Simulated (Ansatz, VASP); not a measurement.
Li2ClF: VASP beside Ansatz

File POSCAR:

```
Li2ClF
1.0
    1.6250610462      0.9382294325      5.2037522811
   -1.6250610462      0.9382294325      5.2037522811
    0.0000000000     -1.8764588650      5.2037522811
F Cl Li
1 1 2
Direct
    1.0000000000      0.0000000000      0.0000000000
    0.5000000000      0.5000000000      0.5000000000
    0.2637324638      0.2637324638      0.2637324638
    0.7362675362      0.7362675362      0.7362675362
```

INCAR.step1

```
PREC = Accurate
ENCUT = 520
ISMEAR = 0
SIGMA = 0.01
LREAL = False
LASPH = True
NELM = 80
NBANDS = 18
GGA = PE
ALGO = Normal
EDIFF = 1E-4
LWAVE = True
LCHARG = False
```

Contents of INCAR.step2:

```
PREC = Accurate
ENCUT = 520
EDIFF = 1E-7
ISMEAR = 0
SIGMA = 0.01
LREAL = False
LASPH = True
NELM = 80
ALGO = Normal
ISIF = 2
LWAVE = False
LCHARG = False
METAGGA = R2SCAN
LMIXTAU = True
NBANDS = 18
ISTART = 1
```

KPOINTS

```
Automatic mesh
0
Gamma
  10 10 10
```

Input for Ansatz:

```yaml
crystal:
  lattice:
    - [1.6250610462, 0.9382294325, 5.2037522811]
    - [-1.6250610462, 0.9382294325, 5.2037522811]
    - [0.0, -1.876458865, 5.2037522811]
  atoms:
    - { symbol: F, position: [1.0, 0.0, 0.0] }
    - { symbol: Cl, position: [0.5, 0.5, 0.5] }
    - { symbol: Li, position: [0.2637324638, 0.2637324638, 0.2637324638] }
    - { symbol: Li, position: [0.7362675362, 0.7362675362, 0.7362675362] }
kpoints:
  mp_grid: { grid: [10, 10, 10] }
  band_path:
    path:
      - [0.0, 0.0, 0.0]
      - [0.5, 0.5, 0.5]
      - [0.8116616015, 0.1883383985, 0.5]
      - [0.5, -0.1883383985, 0.1883383985]
      - [0.5, 0.0, 0.0]
      - [0.3441691992, -0.3441691992, 0.0]
      - [0.6558308008, 0.0, 0.3441691992]
      - [0.5, 0.0, 0.5]
    npoints: 1
hamiltonian:
  xc: r2scan
scf:
  occupations: { method: fixed }
  n_extra_bands: 5
output:
  forces: true
  stress: true
  eigenvalues: true
```

Change from the starting cell: hydrostatic strain -1.1%.

Alike in both runs: task single point; functional r2SCAN; k mesh 10 × 10 × 10; no spin polarisation.

```csv
,VASP,Ansatz
version,VASP 6.6.1,Ansatz 0.2.0
potentials or method,"VASP PAW PBE potentials, release 64 (F, Cl, Li_sv)","plane waves, PAW"
plane-wave cutoff (eV),520,500
occupations,"gaussian, width 0.01 eV",fixed
valence electrons in the cell,20,20
```

```csv
,VASP,Ansatz,Ansatz less VASP
gap on the k mesh at the Fermi level (eV),5.69,5.60,-0.090
rms of the force components (eV/Å),0.005,0.000,-0.0053
```

VASP's potentials were made for PBE, not for r2SCAN. Atom by atom the forces differ by 0.005 eV/Å (rms over components).

Noted on VASP's run: the cutoff is short for stress, so the pressure is rough.
